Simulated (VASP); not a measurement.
**Ge: relaxation of cell and atoms with PBEsol**

Crystal: Ge.

```
Ge
1.0
     2.24263    0.00000    0.00000
    -1.12132    1.94218    0.00000
     0.00000    0.00000    2.09643
Ge
1
Cartesian
  0.0000 0.0000 0.0000
```

This isn't the form of Ge at room conditions, which is diamond.

```json
{
 "Program": "VASP 6.6.1",
 "Task": "relaxation of cell and atoms",
 "Functional": "PBEsol",
 "Potentials or basis": "VASP PAW PBE potentials, release 64 (Ge_d)",
 "Cutoff": "600 eV",
 "k mesh": "19 × 19 × 18",
 "Occupations": "fermi-dirac, width 0.05 eV",
 "Spin": "no spin polarisation",
 "Target pressure": "270 GPa",
 "Dipole correction": "no",
 "Further INCAR settings": "ALGO = Normal; EDIFF = 1e-06; IBRION = 2; EDIFFG = -0.005; NSW = 32; ISIF = 3"
}
```

* Relaxed volume: 9.14 Å³/atom
* Relaxed cell: a = 2.244 Å, b = 2.244 Å, c = 2.097 Å, α = 90.00°, β = 90.00°, γ = 120.00°
* Space group after relaxing (to 0.1 Å): P6/mmm (No. 191)
* Energy change on relaxing (the run minimises the enthalpy): -23.2 meV/atom
* Ionic steps: 7
* Pressure after relaxing: 270.0 GPa
* Band gap on the k mesh: zero (bands 7 and 8 overlap by 18.40 eV)

Stress tensor (GPa, compression positive):
```
270.03   0.00   0.00
  0.00 270.03   0.00
  0.00   0.00 269.91
```

Step by step:
| step | energy change (eV) | largest force (eV/Å) | pressure (GPa) | volume (Å³) |
| --- | --- | --- | --- | --- |
| 1 | 0.0000 | 0.0000 | 271.45 | 9.13 |
| 2 | -0.1819 | 0.0000 | 260.69 | 9.24 |
| 3 | -0.0210 | 0.0000 | 270.07 | 9.14 |
| 4 | -0.0222 | 0.0000 | 270.22 | 9.14 |
| 5 | -0.1027 | 0.0000 | 265.40 | 9.19 |
| 6 | -0.0260 | 0.0000 | 269.32 | 9.15 |
| 7 | -0.0232 | 0.0000 | 269.99 | 9.14 |

Final structure:
```yaml
crystal:
  lattice:
    - [2.24384, 0.00000, 0.00000]
    - [-1.12192, 1.94322, 0.00000]
    - [0.00000, 0.00000, 2.09732]
  atoms:
    - { symbol: Ge, position: [0.00000, 0.00000, 0.00000] }
```

Levels at points of the mesh, in eV from the Fermi level:
| k point | band 3 | band 4 | band 5 | band 6 | band 7 | band 8 | band 9 | band 10 | band 11 |
| --- | --- | --- | --- | --- | --- | --- | --- | --- | --- |
| (0.00, 0.00, 0.00) | -26.75 | -25.89 | -25.89 | -22.31 | 10.78 | 14.30 | 15.72 | 15.72 | 17.33 |
| (0.00, 0.00, 0.50) | -26.59 | -26.38 | -26.38 | -13.08 | -13.01 | 22.72 | 23.61 | 24.76 | 24.76 |

It took 64 s on 1 thread of Intel(R) Xeon(R) 6975P-C (Granite Rapids), with other jobs on the host, peak memory 0.17 GiB.

Caveat: the cell is relaxed towards a set pressure, so the run minimises the enthalpy, not the energy; the PAW data sets were made with another functional, which shifts forces and pressure a little.
